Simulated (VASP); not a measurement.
Set up this calculation in VASP 6.6.1, as the native input.

```
Task                   : single point
Functional             : PBEsol
Potentials or basis    : VASP PAW PBE potentials, release 64 (Ta_pv)
Cutoff                 : 520 eV
k mesh                 : 8 × 8 × 8
Occupations            : gaussian, width 0.1 eV
Spin                   : no spin polarisation
Dipole correction      : no
Further INCAR settings : ALGO = Normal; EDIFF = 1e-07; NBANDS = 12
```

The structure of Ta lies in POSCAR:

```
Ta
1.0
   -1.6118058499      1.6118058499      1.6118058499
    1.6118058499     -1.6118058499      1.6118058499
    1.6118058499      1.6118058499     -1.6118058499
Ta
1
Direct
    0.0000000000      0.0000000000      0.0000000000
```

One way to write it, as run:

INCAR

```
SYSTEM = Ta
ALGO     = Normal         ! electronic algorithm
EDIFF    = 1E-7           ! SCF threshold, eV
ENCUT    = 520            ! plane-wave cutoff, eV
GGA      = PS             ! functional
ISIF     = 2              ! what is computed and relaxed
ISMEAR   = 0              ! smearing method
LASPH    = .TRUE.         ! aspherical terms in the spheres
LCHARG   = .FALSE.        ! write CHGCAR
LREAL    = .FALSE.        ! projectors in reciprocal space
LWAVE    = .FALSE.        ! write WAVECAR
NBANDS   = 12             ! bands
NELM     = 60             ! most SCF steps
PREC     = Accurate       ! precision mode
SIGMA    = 0.1            ! smearing width, eV
```

KPOINTS

```
k-points
0
G
  8 8 8
  0 0 0
```

Potentials or basis: VASP PAW PBE potentials, release 64 (Ta_pv).

Command:

```console
$ cat potpaw_PBE.64/Ta_pv/POTCAR > POTCAR
$ mpirun -np 1 vasp_std > vasp.out
```

Results of the run:

The pressure is 11.1 GPa.

Caveat: the PAW data sets were made with another functional, which shifts forces and pressure a little.

It took 7.6 s on 1 thread of Intel Xeon 8259CL (shared host), peak memory 0.14 GiB.
